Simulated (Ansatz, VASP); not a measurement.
# One calculation of CdSe, two programs

Contents of INCAR:

```
SYSTEM = CdSe
ALGO     = Normal         ! electronic algorithm
EDIFF    = 1E-7           ! SCF threshold, eV
ENCUT    = 520            ! plane-wave cutoff, eV
GGA      = PE             ! functional
ISIF     = 2              ! what is computed and relaxed
ISMEAR   = 0              ! smearing method
LASPH    = .True.         ! aspherical terms in the spheres
LCHARG   = .True.         ! write CHGCAR
LELF     = .True.         ! ELF
LREAL    = .False.        ! projectors in reciprocal space
LVHAR    = .True.       
LWAVE    = .False.        ! write WAVECAR
NBANDS   = 16             ! bands
NELM     = 60             ! most SCF steps
PREC     = Accurate       ! precision mode
SIGMA    = 0.05           ! smearing width, eV
```

Contents of KPOINTS:

```
k-points
0
Gamma
  10 10 10
  0 0 0
```

File POSCAR:

```
CdSe
1.0
    0.0000000000      2.9840636422      2.9840636422
    2.9840636422      0.0000000000      2.9840636422
    2.9840636422      2.9840636422      0.0000000000
Cd Se
1 1
Direct
    0.0000000000      0.0000000000      0.0000000000
    0.7500000000      0.7500000000      0.7500000000
```

Input for Ansatz:

```yaml
crystal:
  lattice:
    - [0.0, 2.9840636422, 2.9840636422]
    - [2.9840636422, 0.0, 2.9840636422]
    - [2.9840636422, 2.9840636422, 0.0]
  atoms:
    - { symbol: Cd, position: [0.0, 0.0, 0.0] }
    - { symbol: Se, position: [0.75, 0.75, 0.75] }
basis:
  ecutwfc: 420
kpoints:
  mp_grid: { grid: [10, 10, 10] }
hamiltonian:
  xc: pbe
scf:
  occupations: { method: gaussian, width: 0.05 }
output:
  forces: true
  stress: true
  eigenvalues: true
```

Alike in both runs: task single point; functional PBE; k mesh 10 × 10 × 10; occupations gaussian, width 0.05 eV; no spin polarisation.

|  | VASP | Ansatz |
| --- | --- | --- |
| version | VASP 6.6.1 | Ansatz 0.2.0 |
| potentials or method | VASP PAW PBE potentials, release 64 (Cd, Se), cutoff 520 eV | scalar-relativistic, plane waves, PAW |
| valence electrons in the cell | 18 | 36 |

```csv
,VASP,Ansatz,Ansatz less VASP
gap on the k mesh at the Fermi level (eV),0.73,0.72,-0.003
least direct gap on the mesh (eV),0.73,0.72,-0.003
pressure (GPa),7.0,6.5,-0.41
```

The functional is the same, so the differences come from potentials, cutoffs and numerics. VASP's potentials hold 18 valence electrons a cell and Ansatz's 36, so a difference there can come from the potentials and not from the codes.
